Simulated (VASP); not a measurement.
# LiAl32O48 (a cell with a defect): single point with PBE

System: LiAl32O48 (a cell with a defect).

```xyz
81
Lattice="4.8079 2.7758 8.7484 -4.8079 2.7758 8.7484 0.0000 -5.5517 8.7484" Properties=species:S:1:pos:R:3 pbc="T T T"
Al   -0.0033   -0.0050    8.7413
Al   -0.0033   -0.0051   11.3025
Al   -0.0033   -0.0051    1.8427
Al   -0.0033   -0.0050    4.4039
Al   -0.0019   -2.7819   12.8914
Al   -0.0093   -2.7625   15.5803
Al    0.0026   -2.7993    6.3133
Al   -0.0048   -2.7798    9.0022
Al   -2.4089    1.3821   12.8913
Al   -2.3883    1.3788   15.5803
Al   -2.4262    1.3869    6.3134
Al   -2.4057    1.3836    9.0023
Al   -2.4057   -1.3888   17.2524
Al   -2.3992   -1.3883   19.9288
Al   -2.4154   -1.3976   10.7132
Al   -2.4089   -1.3971   13.3897
Al    2.4008    1.3846   12.8914
Al    2.3876    1.3685   15.5803
Al    2.4135    1.3972    6.3134
Al    2.4005    1.3811    9.0023
Al    2.3962   -1.3936   17.2523
Al    2.3925   -1.3883   19.9288
Al    2.4087   -1.3976   10.7132
Al    2.4050   -1.3923   13.3897
Al   -0.0006    2.7673   17.2524
Al   -0.0033    2.7614   19.9289
Al   -0.0034    2.7801   10.7133
Al   -0.0061    2.7742   13.3897
Al   -0.0034   -0.0051   21.6273
Al   -0.0034   -0.0051   24.3138
Al   -0.0033   -0.0051   15.0766
Al   -0.0034   -0.0051   17.7632
O     0.8838   -1.3552    5.4664
O     1.6095    0.0882    7.6788
O    -1.6162   -0.0983    5.4665
O     0.7223    1.4383    5.4665
O    -0.7290   -1.4484    7.6788
O    -0.8905    1.3451    7.6788
O     0.9358   -4.1669    9.8230
O     1.6652   -2.6801   12.0500
O    -1.6719   -2.8817    9.8436
O     0.7229   -1.2958    9.9045
O    -0.7295   -4.2659   11.9891
O    -0.9425   -1.3949   12.0706
O    -1.4843    0.0115    9.9046
O    -0.7374    1.5032   12.0706
O    -4.0772    1.2625    9.8230
O    -1.6603    2.8783    9.8437
O    -3.1543   -0.1126   12.0500
O    -3.3303    2.7543   11.9891
O    -1.4699   -2.7913   14.2369
O    -0.7430   -1.2756   16.4145
O    -4.0715   -1.5104   14.2276
O    -1.6824    0.1138   14.2348
O    -3.1322   -2.8998   16.4072
O    -3.3446    0.0053   16.4052
O     3.3222   -0.0117    9.8437
O     4.0498    1.4965   11.9891
O     0.7515    1.2693    9.9046
O     3.1313    2.8892    9.8230
O     1.6699   -0.1235   12.0706
O     1.4790    2.7775   12.0500
O     3.3344   -2.7756   14.2275
O     4.0679   -1.2674   16.4072
O     0.7332   -1.5187   14.2348
O     3.1429    0.1179   14.2369
O     1.6583   -2.9039   16.4052
O     1.4668   -0.0104   16.4145
O     0.9391    1.3896   14.2348
O     1.6763    2.8834   16.4052
O    -1.6830    2.6581   14.2369
O     0.7271    4.2707   14.2276
O    -0.7338    1.2708   16.4145
O    -0.9458    4.1519   16.4072
O     0.9279   -1.3956   18.6007
O     1.6665    0.1062   20.7897
O    -1.6732   -0.1163   18.6008
O     0.7353    1.4967   18.6008
O    -0.7420   -1.5068   20.7897
O    -0.9346    1.3855   20.7897
Li   -0.0034   -0.0053    6.5726
```

```
Program             : VASP 6.6.1
Task                : single point
Functional          : PBE
Potentials or basis : VASP PAW PBE potentials, release 64 (Al, O, Li_sv)
Cutoff              : 650 eV
k mesh              : 1 × 1 × 1, shifted
Occupations         : fermi-dirac, width 0.01 eV
Spin                : no spin polarisation
```

```
Largest force : 0.038 eV/Å
```

Forces on the atoms (eV/Å):
```
Al  -0.005 -0.003  0.013
Al   0.000  0.000 -0.009
Al   0.000  0.002  0.004
Al  -0.005 -0.006 -0.014
Al   0.003  0.000 -0.004
Al   0.005  0.008  0.006
Al   0.001  0.000 -0.002
Al  -0.009 -0.002  0.005
Al   0.001 -0.001 -0.001
Al   0.000  0.003  0.006
Al   0.001 -0.003 -0.004
Al  -0.002 -0.004  0.006
Al  -0.006 -0.003  0.002
Al  -0.005  0.001  0.005
Al   0.002  0.004 -0.002
Al  -0.003 -0.005 -0.002
Al   0.001  0.002  0.000
Al   0.002  0.008  0.006
Al  -0.006 -0.001 -0.007
Al  -0.007 -0.010  0.004
Al  -0.004 -0.005  0.003
Al   0.013  0.002  0.004
Al  -0.003  0.002 -0.005
Al  -0.001 -0.001  0.009
Al  -0.001 -0.011  0.001
Al   0.005  0.007  0.002
Al   0.007 -0.007 -0.008
Al  -0.002  0.000  0.006
Al  -0.006 -0.009  0.003
Al   0.005  0.004  0.003
Al  -0.001  0.003  0.000
Al  -0.001 -0.004  0.004
O    0.034 -0.013 -0.009
O    0.029  0.023  0.008
O   -0.028 -0.021 -0.010
O   -0.004  0.037 -0.009
O    0.004 -0.035  0.008
O   -0.032  0.014  0.008
O    0.023  0.000 -0.001
O    0.012  0.020 -0.001
O   -0.011 -0.020 -0.002
O   -0.004  0.016  0.003
O    0.005 -0.016 -0.005
O   -0.021  0.002  0.000
O    0.017 -0.004  0.003
O    0.012  0.020 -0.001
O   -0.011 -0.017 -0.002
O   -0.012  0.020 -0.002
O    0.012 -0.019 -0.001
O   -0.016  0.004 -0.005
O    0.023 -0.001 -0.001
O    0.010  0.021 -0.001
O   -0.009 -0.019 -0.001
O   -0.011  0.019 -0.001
O    0.011 -0.017  0.000
O   -0.022  0.002  0.001
O    0.023  0.002 -0.002
O    0.011  0.011 -0.005
O   -0.011 -0.011  0.003
O   -0.009  0.020 -0.001
O    0.011 -0.019 -0.001
O   -0.023 -0.001 -0.001
O    0.023  0.002 -0.001
O    0.011  0.019 -0.001
O   -0.008 -0.018  0.000
O   -0.009  0.021  0.000
O    0.010 -0.019  0.001
O   -0.021  0.000  0.001
O    0.021  0.002 -0.002
O    0.014  0.020  0.000
O   -0.012 -0.017 -0.001
O   -0.011  0.019 -0.001
O    0.013 -0.019  0.001
O   -0.020  0.001  0.000
O    0.024  0.000 -0.001
O    0.012  0.021 -0.002
O   -0.010 -0.019 -0.001
O   -0.012  0.020 -0.001
O    0.012 -0.020 -0.001
O   -0.023  0.001  0.000
Li  -0.003 -0.004  0.001
```

Levels at points of the mesh, in eV from the Fermi level:
| k point | band 190 | band 191 | band 192 | band 193 | band 194 | band 195 | band 196 | band 197 |
| --- | --- | --- | --- | --- | --- | --- | --- | --- |
| (0.25, 0.25, 0.25) | -0.46 | -0.46 | -0.29 | -0.29 | 5.92 | 7.40 | 8.36 | 8.61 |

Wall time 9.5 min on 1 thread of AMD EPYC 9R45 (Zen 5), on a shared host, peak memory 1.3 GiB.

Caveat: the cell carries a net charge on a neutralising background, which shifts energy and pressure; the cell is charged against a uniform background, so pressure and absolute levels hang on convention.
